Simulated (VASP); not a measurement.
Ti, 2 atoms in the cell. Symmetry: P6_3/mmc, No. 194, hexagonal system. Conventional cell: a = 2.941 Å, b = 2.941 Å, c = 4.664 Å, α = 90.00°, β = 90.00°, γ = 120.00°. Ti (site symmetry -6m2) has 12 Ti at 2.88 to 2.94 Å within 3.8 Å. 

```yaml
Program: VASP 6.6.1
Task: single point
Functional: PBE
Potentials_or_basis: VASP PAW PBE potentials, release 64 (Ti_sv)
Cutoff: 520 eV
k_mesh: 18 × 18 × 10
Occupations: fermi-dirac, width 0.15 eV
Spin: no spin polarisation
Dipole_correction: no
Further_INCAR_settings: ALGO = Fast; EDIFF = 1e-06; NBANDS = 19
```

Potentials or basis: VASP PAW PBE potentials, release 64 (Ti_sv).

The run is started by

```console
$ cat potpaw_PBE.64/Ti_sv/POTCAR > POTCAR
$ mpirun -np 1 vasp_std > vasp.out
```

Hardware: 1 thread of Intel(R) Xeon(R) Platinum 8488C (Sapphire Rapids), on a shared host.

**Question.** Estimate the wall time of this run.

**Answer.** It took 9.6 min on 1 thread of Intel(R) Xeon(R) Platinum 8488C (Sapphire Rapids), on a shared host, peak memory 0.24 GiB. Counts: scf iterations 36, k points 222.
